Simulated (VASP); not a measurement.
# BeTe in VASP: further runs

BeTe is run at these levels: PBE+D3(BJ); tasks: single point, relaxation of cell and atoms.

Program: VASP 6.6.1. These are calculated values, not measurements. Logs are shortened: lines on timing, memory, paths and dates and some standing lists are left out, and cuts for length are marked.

**1. The cell of the first run**

Symmetry: Pmmn, No. 59, orthorhombic system. The conventional cell has a = 3.863 Å, b = 14.257 Å, c = 3.861 Å, α = 90.00°, β = 90.00°, γ = 90.00°. Within 3.3 Å of Be (site symmetry m) lie 4 Te at 2.46 Å and 4 Be at 2.72 to 2.74 Å. Within 3.3 Å of Te (site symmetry m) lie 4 Be at 2.46 Å.

**2. Single point, PBE+D3(BJ)**

Input file INCAR:

```
PREC = Accurate
ENCUT = 520
EDIFF = 1E-7
ISMEAR = 0
SIGMA = 0.1
LREAL = False
LASPH = True
NELM = 80
ALGO = Normal
ISIF = 2
LWAVE = False
LCHARG = True
GGA = PE
IVDW = 12
LELF = True
LVHAR = True
NBANDS = 26
```

Input file KPOINTS:

```
Automatic mesh
0
Gamma
  4 2 4
```

Input file POSCAR:

```
BeTe
1.0
    3.8627921312      0.0000000000      0.0000000000
    0.0000000000     14.2566541634      0.0000000000
    0.0000000000      0.0000000000      3.8609521619
Be Te
4 4
Direct
    0.0000000000      0.7500568261      0.2516914406
    0.5000000000      0.7499431739      0.7483085594
    0.5000000000      0.2500568261      0.7483085594
    0.0000000000      0.2499431739      0.2516914406
    0.0000000000      0.6426396805      0.7517021404
    0.5000000000      0.8573603195      0.2482978596
    0.5000000000      0.1426396805      0.2482978596
    0.0000000000      0.3573603195      0.7517021404
```

Potentials or basis: VASP PAW PBE potentials, release 64 (Be, Te).

Command:

```
cat potpaw_PBE.64/Be/POTCAR potpaw_PBE.64/Te/POTCAR > POTCAR
mpirun -np 1 vasp_std > vasp.out
```

OUTCAR:

```text
PREC = Accurate
   ENCUT = 520
   EDIFF = 1E-7
   ISMEAR = 0
   LREAL = False
   LASPH = True
   NELM = 80
   ISIF = 2
   GGA = PE
   IVDW = 12
 IVDW          = 12

 ion  position               nearest neighbor table
   1  0.000  0.750  0.252-   6 2.46   6 2.46   5 2.46   5 2.46
   2  0.500  0.750  0.748-   5 2.46   5 2.46   6 2.46   6 2.46
   3  0.500  0.250  0.748-   8 2.46   8 2.46   7 2.46   7 2.46
   4  0.000  0.250  0.252-   7 2.46   7 2.46   8 2.46   8 2.46
   5  0.000  0.643  0.752-   2 2.46   2 2.46   1 2.46   1 2.46
   6  0.500  0.857  0.248-   1 2.46   1 2.46   2 2.46   2 2.46
   7  0.500  0.143  0.248-   4 2.46   4 2.46   3 2.46   3 2.46
   8  0.000  0.357  0.752-   3 2.46   3 2.46   4 2.46   4 2.46

  LATTYP: Found a simple orthorhombic cell.
 ALAT       =     3.8609521619
 B/A-ratio  =     1.0004765584
 C/A-ratio  =     3.6925228715

  Lattice vectors:

 A1 = (   0.0000000000,   0.0000000000,   3.8609521619)
 A2 = (   3.8627921312,   0.0000000000,   0.0000000000)
 A3 = (   0.0000000000,  14.2566541634,   0.0000000000)

Analysis of symmetry for initial positions (statically):
=====================================================================
 Subroutine PRICEL returns:
 Original cell was already a primitive cell.

 Routine SETGRP: Setting up the symmetry group for a
 simple orthorhombic supercell.

 Subroutine GETGRP returns: Found  8 space group operations
 (whereof  4 operations were pure point group operations)
 out of a pool of  8 trial point group operations.

The static configuration has the point symmetry C_2v.
 The point group associated with its full space group is D_2h.

Analysis of symmetry for dynamics (positions and initial velocities):
=====================================================================
 Subroutine PRICEL returns:
 Original cell was already a primitive cell.

 Routine SETGRP: Setting up the symmetry group for a
 simple orthorhombic supercell.

 Subroutine GETGRP returns: Found  8 space group operations
 (whereof  4 operations were pure point group operations)
 out of a pool of  8 trial point group operations.

The dynamic configuration has the point symmetry C_2v.
 The point group associated with its full space group is D_2h.

 Subroutine INISYM returns: Found  8 space group operations
 (whereof  4 operations are pure point group operations),
 and found     1 'primitive' translations

----------------------------------------------------------------------------------------

                                     Primitive cell

  volume of cell :     212.6245

  direct lattice vectors                    reciprocal lattice vectors
     3.862792131  0.000000000  0.000000000     0.258880097  0.000000000  0.000000000
     0.000000000 14.256654163  0.000000000     0.000000000  0.070142685  0.000000000
     0.000000000  0.000000000  3.860952162     0.000000000  0.000000000  0.259003468

  length of vectors
     3.862792131 14.256654163  3.860952162     0.258880097  0.070142685  0.259003468

  position of ions in fractional coordinates (direct lattice)
     0.000000000  0.750056826  0.251691441
     0.500000000  0.749943174  0.748308559
     0.500000000  0.250056826  0.748308559
     0.000000000  0.249943174  0.251691441
     0.000000000  0.642639680  0.751702140
     0.500000000  0.857360320  0.248297860
     0.500000000  0.142639680  0.248297860
     0.000000000  0.357360320  0.751702140

  ion indices of the primitive-cell ions
   primitive index   ion index
                 1           1
                 2           2
                 3           3
                 4           4
                 5           5
                 6           6
                 7           7
                 8           8

----------------------------------------------------------------------------------------

 KPOINTS: Automatic mesh

Automatic generation of k-mesh.
 Grid dimensions read from file:
 generate k-points for:    4    2    4

 Generating k-lattice:

  Cartesian coordinates                     Fractional coordinates (reciprocal lattice)
     0.064720024  0.000000000  0.000000000     0.250000000  0.000000000  0.000000000
     0.000000000  0.035071342  0.000000000     0.000000000  0.500000000  0.000000000
     0.000000000  0.000000000  0.064750867     0.000000000  0.000000000  0.250000000

  Length of vectors
     0.064720024  0.035071342  0.064750867

  Shift w.r.t. Gamma in fractional coordinates (k-lattice)
     0.000000000  0.000000000  0.000000000

 Subroutine IBZKPT returns following result:
 ===========================================

 Found     18 irreducible k-points:

 Following reciprocal coordinates:
            Coordinates               Weight
  0.000000  0.000000  0.000000      1.000000
  0.250000  0.000000  0.000000      2.000000
  0.500000  0.000000  0.000000      1.000000
  0.000000  0.500000  0.000000      1.000000
  0.250000  0.500000  0.000000      2.000000
  0.500000  0.500000  0.000000      1.000000
[... 10 lines left out ...]
  0.250000  0.500000  0.500000      2.000000
  0.500000  0.500000  0.500000      1.000000
   k-points           NKPTS =     18   k-points in BZ     NKDIM =     18   number of bands    NBANDS=     26
   number of dos      NEDOS =    301   number of ions     NIONS =      8
   total plane-waves  NPLWV =  97200
   dimension x,y,z NGX =    30 NGY =  108 NGZ =   30
   dimension x,y,z NGXF=    60 NGYF=  216 NGZF=   60
   ions per type =               4   4
   NGX,Y,Z   is equivalent  to a cutoff of  12.91, 12.59, 12.92 a.u.
   NGXF,Y,Z  is equivalent  to a cutoff of  25.82, 25.19, 25.83 a.u.
 SYSTEM =  unknown system
   PREC   = accura    normal or accurate (medium, high low for compatibility)
   ISTART =      0    job   : 0-new  1-cont  2-samecut
   ICHARG =      2    charge: 1-file 2-atom 10-const
   ISPIN  =      1    spin polarized calculation?
   LNONCOLLINEAR =      F non collinear calculations
   LSORBIT =      F    spin-orbit coupling
   LASPH  =      T    aspherical Exc in radial PAW
   ENCUT  =  520.0 eV  38.22 Ry    6.18 a.u.   7.18 26.51  7.18*2*pi/ulx,y,z
   NELM   =     80;   NELMIN=  2; NELMDL= -5     # of ELM steps
   EDIFF  = 0.1E-06   stopping-criterion for ELM
   LREAL  =      F    real-space projection
   EDIFFG = 0.1E-05   stopping-criterion for IOM
   NSW    =      0    number of steps for IOM
   IBRION =     -1    ionic relax: 0-MD 1-quasi-New 2-CG
   NFREE  =      0    steps in history (QN), initial steepest desc. (CG)
   ISIF   =      2    stress and relaxation
   ISYM   =      2    0-nonsym 1-usesym 2-fastsym
   POTIM  = 0.5000    time-step for ionic-motion
   TEBEG  =    0.0;   TEEND  =   0.0 temperature during run
   PSTRESS=    0.0 pullay stress
   NELECT =      32.0000    total number of electrons
   NUPDOWN=      -1.0000    fix difference up-down
   EMIN   =  10.00;   EMAX   =-10.00  energy-range for DOS
   EFERMI =   0.00;   METHOD = LEGACY
   ISMEAR =     0;   SIGMA  =   0.10  broadening in eV -4-tet -1-fermi 0-gaus
   EFERMI_NEDOS =   21; number of points for ismear=-14 and -15
   IALGO  =     38    algorithm
   IMIX   =      4    mixing-type and parameters
     AMIX     =   0.40;   BMIX     =  1.00
     AMIX_MAG =   1.60;   BMIX_MAG =  1.00
  volume/ion in A,a.u.               =      26.58       179.36
  Fermi-wavevector in a.u.,A,eV,Ry     =   0.870804  1.645581 10.317290  0.758299
  Thomas-Fermi vector in A             =   1.989821
   LORBIT       =      0    0 simple, 1 ext, 2 COOP (PROOUT), +10 PAW based schemes
   GGA     = PE    functional components
   LHFCALC =     F    Hartree Fock is set to
   AEXX    =    0.0000 exact exchange contribution
   IVDW    =    12    specifies the selected vdW correction
   LEPSILON=     F    determine dielectric tensor
   LRPA    =     F    only Hartree local field effects (RPA)
 non-spin polarized calculation
 Gauss-broadening in eV      SIGMA  =   0.10
  energy-cutoff  :      520.00
  volume of cell :      212.62
 maximum number of plane-waves:      5772
 NGX is ok and might be reduce to    30

 number of electron      31.9999999 magnetization

 Free energy of the ion-electron system (eV)
  ---------------------------------------------------
  ext. energy  EPLUGINS =         0.00000000
  ---------------------------------------------------
  free energy    TOTEN  =       -29.43325490 eV

  energy without entropy =      -29.43325490  energy(sigma->0) =      -29.43325490

 E-fermi :   4.0995     XC(G=0):  -8.0135

 val. band max:        3.6180889609   @ k =   0.0000   0.0000   0.0000
 cond. band min:       5.7388467201   @ k =   0.0000   0.0000   0.0000
 fundamental gap:      2.1207577592
 Fermi energy:         4.0995044109

 k-point     1 :       0.0000    0.0000    0.0000
  band No.  band energies     occupation
      1      -8.7449      2.00000
      2      -8.6763      2.00000
      3      -7.5275      2.00000
      4      -7.3904      2.00000
      5      -1.0942      2.00000
      6      -0.2887      2.00000
[... 18 lines left out ...]
     25       8.6094      0.00000
     26       8.8286      0.00000

 k-point     2 :       0.2500    0.0000    0.0000
  band No.  band energies     occupation
      1      -8.3554      2.00000
      2      -8.2839      2.00000
      3      -7.3668      2.00000
      4      -7.2415      2.00000
      5      -0.9682      2.00000
      6      -0.9517      2.00000
[... 18 lines left out ...]
     25       8.8750      0.00000
     26       8.9310      0.00000

 k-point     3 :       0.5000    0.0000    0.0000
  band No.  band energies     occupation
      1      -7.5494      2.00000
      2      -7.5494      2.00000
      3      -7.4596      2.00000
      4      -7.4596      2.00000
      5      -1.7310      2.00000
      6      -1.7310      2.00000
[... 398 lines left out ...]
 k-point    17 :       0.2500    0.5000    0.5000
  band No.  band energies     occupation
      1      -7.2553      2.00000
      2      -7.2553      2.00000
      3      -7.1650      2.00000
      4      -7.1650      2.00000
      5      -1.3526      2.00000
      6      -1.3526      2.00000
[... 18 lines left out ...]
     25       9.9191      0.00000
     26       9.9348      0.00000

 k-point    18 :       0.5000    0.5000    0.5000
  band No.  band energies     occupation
      1      -6.8956      2.00000
      2      -6.8956      2.00000
      3      -6.8051      2.00000
      4      -6.8051      2.00000
      5      -1.3719      2.00000
      6      -1.3719      2.00000
[... 18 lines left out ...]
     25      10.2299      0.00000
     26      10.2306      0.00000

------------------------ aborting loop because EDIFF is reached ----------------------------------------

 Edisp (eV)   -2.31754

 E8    (eV) :    -0.9872

  FORCE on cell =-STRESS in cart. coord.  units (eV):
  Direction    XX          YY          ZZ          XY          YZ          ZX
  --------------------------------------------------------------------------------------
  -------------------------------------------------------------------------------------
  Total       0.19038     0.43263     0.23965     0.00000     0.00000     0.00000
  in kB       1.43459     3.26000     1.80580     0.00000     0.00000     0.00000
  external pressure =        2.17 kB  Pullay stress =        0.00 kB

 VOLUME and BASIS-vectors are now :
 -----------------------------------------------------------------------------
  energy-cutoff  :      520.00
  volume of cell :      212.62
      direct lattice vectors                 reciprocal lattice vectors
     3.862792131  0.000000000  0.000000000     0.258880097  0.000000000  0.000000000
     0.000000000 14.256654163  0.000000000     0.000000000  0.070142685  0.000000000
     0.000000000  0.000000000  3.860952162     0.000000000  0.000000000  0.259003468

 POSITION                                       TOTAL-FORCE (eV/Angst)
 -----------------------------------------------------------------------------------
      0.00000     10.69330      0.97177         0.000000     -0.003323     -0.008153
      1.93140     10.69168      2.88918         0.000000      0.003323      0.008153
      1.93140      3.56497      2.88918         0.000000     -0.003323      0.008153
      0.00000      3.56335      0.97177         0.000000      0.003323     -0.008153
      0.00000      9.16189      2.90229         0.000000     -0.039224     -0.004389
      1.93140     12.22309      0.95867        -0.000000      0.039224      0.004389
      1.93140      2.03356      0.95867         0.000000     -0.039224      0.004389
      0.00000      5.09476      2.90229         0.000000      0.039224     -0.004389
 -----------------------------------------------------------------------------------
    total drift:                                0.000000     -0.000000      0.000000

  FREE ENERGIE OF THE ION-ELECTRON SYSTEM (eV)
  ---------------------------------------------------
  free  energy   TOTEN  =       -31.7507953801 eV

  energy  without entropy=      -31.7507953801  energy(sigma->0) =      -31.75079538
```

It took 2.6 min on 1 thread of AMD EPYC 9R45 (Zen 5), shared host; peak memory 0.31 GiB.

Results:

```yaml
Free_energy: -31.7508 eV
Pressure: 0.2 GPa
Largest_force: 0.039 eV/Å
Band_gap_on_the_k_mesh: 2.12 eV
Dispersion_energy_per_atom: -0.290 eV
```

Forces in eV/Å, atoms in the order of the input:
```
Be   0.000 -0.003 -0.008
Be   0.000  0.003  0.008
Be   0.000 -0.003  0.008
Be   0.000  0.003 -0.008
Te   0.000 -0.039 -0.004
Te   0.000  0.039  0.004
Te   0.000 -0.039  0.004
Te   0.000  0.039 -0.004
```

Caveat: spin-orbit coupling is left out, which moves the levels of the heavy elements. A k mesh can miss the band edges.

**3. Single point, PBE+D3(BJ)**

This run uses another cell than the first one: it holds 4 atoms, not 8.

Input file INCAR:

```
ALGO = Normal ; EDIFF = 1E-6
ENCUT = 520 ; GGA = PE
ISIF = 2 ; ISMEAR = 0
IVDW = 12 ; LASPH = T
LCHARG = T ; LELF = T
LREAL = F ; LVHAR = T
LWAVE = F ; NBANDS = 16
NELM = 100 ; PREC = Accurate
SIGMA = 0.02
```

Input file KPOINTS:

```
k-points
0
Gamma
  10 10 10
```

Input file POSCAR:

```
BeTe
1.0
   -1.9198260135      1.9198260135      7.1793504677
    1.9198260135     -1.9198260135      7.1793504677
    1.9198260135      1.9198260135     -7.1793504677
Be Te
2 2
Direct
    0.7500000000      0.2500000000      0.5000000000
    0.2500000000      0.7500000000      0.5000000000
    0.6426757397      0.6426757397      0.0000000000
    0.3573242603      0.3573242603      0.0000000000
```

Potentials or basis: VASP PAW PBE potentials, release 64 (Be, Te).

Command:

```
cat potpaw_PBE.64/Be/POTCAR potpaw_PBE.64/Te/POTCAR > POTCAR
mpirun -np 1 vasp_std > vasp.out
```

Run time: 12 min. Hardware: 1 thread of AMD EPYC 9R45 (Zen 5), shared host; peak memory 0.5 GiB.

The run converged. Its results:

```
Free energy                : -15.9741 eV
Pressure                   : 0.2 GPa
Largest force              : 0.053 eV/Å
Band gap on the k mesh     : 2.17 eV (least direct gap 2.18 eV)
Dispersion energy per atom : -0.292 eV
```

Forces on the atoms (eV/Å):
```
Be   0.000  0.000  0.000
Be   0.000  0.000  0.000
Te   0.000  0.000 -0.053
Te   0.000  0.000  0.053
```

Stress tensor (GPa, compression positive):
```
0.14 0.00 0.00
0.00 0.14 0.00
0.00 0.00 0.27
```

Levels at points of the mesh, in eV from the valence-band top:
```
           k point  band 6  band 7  band 8  band 9  band 10  band 11
(0.00, 0.00, 0.00)   -0.92   -0.11   -0.11    2.21     2.32     3.11
(0.50, 0.00, 0.00)   -1.88   -0.97   -0.92    3.41     3.51     3.59
(0.50, 0.50, 0.00)   -3.35   -3.26   -2.72    2.51     3.08     3.28
(0.50, 0.50, 0.50)   -2.27    0.00    0.00    2.18     2.20     3.17
```

Caveat: spin-orbit coupling is left out, which moves the levels of the heavy elements.

**4. Relaxation of cell and atoms, PBE+D3(BJ)**

This run uses another cell than the first one: it holds 4 atoms, not 8.

Input file INCAR:

```
SYSTEM = BeTe
ALGO     = Normal         ! electronic algorithm
EDIFF    = 1E-7           ! SCF threshold, eV
EDIFFG   = -0.01          ! ionic threshold
ENCUT    = 600            ! plane-wave cutoff, eV
GGA      = PE             ! functional
IBRION   = 2              ! ionic algorithm
ISIF     = 3              ! what is computed and relaxed
ISMEAR   = 0              ! smearing method
IVDW     = 12             ! dispersion correction
LASPH    = .TRUE.         ! aspherical terms in the spheres
LCHARG   = .FALSE.        ! write CHGCAR
LREAL    = .FALSE.        ! projectors in reciprocal space
LWAVE    = .FALSE.        ! write WAVECAR
NELM     = 100            ! most SCF steps
NSW      = 100            ! ionic steps
PREC     = Accurate       ! precision mode
SIGMA    = 0.02           ! smearing width, eV
```

Input file KPOINTS:

```
k-points
0
G
  10 10 10
  0 0 0
```

Input file POSCAR:

```
BeTe
1.0
   -1.9309360733      1.9309360733      7.1283270817
    1.9309360733     -1.9309360733      7.1283270817
    1.9309360733      1.9309360733     -7.1283270817
Be Te
2 2
Direct
    0.7500000000      0.2500000000      0.5000000000
    0.2500000000      0.7500000000      0.5000000000
    0.6426396805      0.6426396805      0.0000000000
    0.3573603195      0.3573603195      0.0000000000
```

Command:

```
cat potpaw_PBE.64/Be/POTCAR potpaw_PBE.64/Te/POTCAR > POTCAR
mpirun -np 1 vasp_std > vasp.out
```

Wall time 20 min (1 thread of AMD EPYC 9R45 (Zen 5), shared host); peak memory 0.63 GiB.

Results (log left out):

```
Free energy                           : -15.9744 eV
Relaxed volume                        : 26.46 Å³/atom
Relaxed cell                          : a = 7.671 Å, b = 7.671 Å, c = 7.671 Å, α = 151.00°, β = 151.00°, γ = 41.47°
Space group after relaxing (to 0.1 Å) : I4/mmm (No. 139)
Energy gained by relaxing             : 0.7 meV/atom
Ionic steps                           : 5
Pressure after relaxing               : 0.0 GPa
Largest force after relaxing          : 0.008 eV/Å
Band gap on the k mesh                : 2.16 eV (least direct gap 2.18 eV)
Dispersion energy per atom            : -0.291 eV
```

Forces on the atoms (eV/Å):
```
Be   0.000  0.000  0.000
Be   0.000  0.000  0.000
Te   0.000  0.000  0.008
Te   0.000  0.000 -0.008
```

Step by step:
```csv
step,energy change (eV),largest force (eV/Å),pressure (GPa),volume (Å³)
1,0.0000,0.0899,-0.02,106.31
2,-0.0023,0.0052,-0.14,106.26
3,-0.0025,0.0435,-0.19,106.24
4,-0.0028,0.0026,0.08,105.71
5,-0.0028,0.0085,0.02,105.84
```

Final structure:
```
Be Te
1.0
    -1.92044    1.92044    7.17423
     1.92044   -1.92044    7.17423
     1.92044    1.92044   -7.17423
Be Te
2 2
Direct
  0.75000 0.25000 0.50000
  0.25000 0.75000 0.50000
  0.64228 0.64228 0.00000
  0.35772 0.35772 0.00000
```

Levels at points of the mesh, in eV from the valence-band top:
```csv
k point,band 6,band 7,band 8,band 9,band 10,band 11
"(0.00, 0.00, 0.00)",-0.92,-0.12,-0.12,2.21,2.32,3.12
"(0.50, 0.00, 0.00)",-1.88,-0.96,-0.91,3.40,3.51,3.59
"(0.50, 0.50, 0.00)",-3.34,-3.27,-2.72,2.49,3.05,3.27
"(0.50, 0.50, 0.50)",-2.29,0.00,0.00,2.18,2.21,3.17
```

Caveat: spin-orbit coupling is left out, which moves the levels of the heavy elements.

**5. Summary**

```tsv
task	cell	k mesh	cutoff (eV)	smearing	gap on the mesh (eV)	pressure (GPa)	largest force (eV/Å)
single point	a = 3.863, b = 14.257, c = 3.861 Å, 8 atoms, atomic positions A	4 × 2 × 4	520	gaussian 0.1 eV	2.12	0.2	0.04
single point	a = 7.676 Å, angles 151.0, 151.0, 41.4°, 4 atoms, atomic positions B	10 × 10 × 10	520	gaussian 0.02 eV	2.17	0.2	0.05
relaxation of cell and atoms	relaxed from a = 7.633 Å, angles 150.7, 150.7, 41.9°, 4 atoms, atomic positions B	10 × 10 × 10	600	gaussian 0.02 eV	2.16	0.0	0.01
```

Alike in all rows: level PBE+D3(BJ); potentials or basis VASP PAW PBE potentials, release 64 (Be, Te); no spin polarisation.

Caveats: spin-orbit coupling is left out, which moves the levels of the heavy elements.

Absolute energies hang on the potentials; compare differences alone.
